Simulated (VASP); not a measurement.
Wanted: the native input for a VASP 6.6.1 run.

```
Task                   : relaxation of cell and atoms
Functional             : PBE
Potentials or basis    : VASP PAW PBE potentials, release 64 (Au)
Cutoff                 : 600 eV
k mesh                 : 12 × 12 × 4
Occupations            : fermi-dirac, width 0.1 eV
Spin                   : no spin polarisation
Dipole correction      : no
Further INCAR settings : ALGO = Normal; EDIFF = 1e-06; IBRION = 2; EDIFFG = -0.005; NSW = 60; ISIF = 3
```

The structure of Au lies in POSCAR:

```
Au
1.0
    2.9439313372      0.0000000000      0.0000000000
   -1.4719656686      2.5495193250      0.0000000000
    0.0000000000      0.0000000000      9.5677768459
Au
4
Direct
    0.0000000000      0.0000000000      0.0000000000
    0.0000000000      0.0000000000      0.5000000000
    0.3333333333      0.6666666667      0.2500000000
    0.6666666667      0.3333333333      0.7500000000
```

This isn't the form of Au at room conditions, which is fcc.

One way to write it, as run:

INCAR

```
SYSTEM = Au
PREC = Accurate
ENCUT = 600
EDIFF = 1E-6
ISMEAR = -1
SIGMA = 0.1
LREAL = .False.
LASPH = .True.
NELM = 60
ALGO = Normal
ISIF = 3
LWAVE = .False.
LCHARG = .False.
GGA = PE
IBRION = 2
NSW = 60
EDIFFG = -0.005
```

KPOINTS

```
regular mesh
0
Gamma
  12 12 4
  0 0 0
```

Potentials or basis: VASP PAW PBE potentials, release 64 (Au).

Command:

```bash
$ cat potpaw_PBE.64/Au/POTCAR > POTCAR
$ mpirun -np 1 vasp_std > vasp.out
```

Results of the run:

The relaxed volume is 17.98 Å³/atom and the relaxed cell is a = 2.941 Å, b = 2.941 Å, c = 9.600 Å, α = 90.00°, β = 90.00°, γ = 120.00°. The space group after relaxing (to 0.1 Å) is P6_3/mmc (No. 194). The energy gained by relaxing is 0.1 meV/atom and the ionic steps are 11. The pressure after relaxing is 0.0 GPa. The band gap on the k mesh is zero (bands 22 and 23 overlap by 4.86 eV).

Caveat: spin-orbit coupling is left out, which moves the levels of the heavy elements.

Wall time 9.7 min on 1 thread of Intel Xeon 8259CL (shared host), peak memory 0.28 GiB.
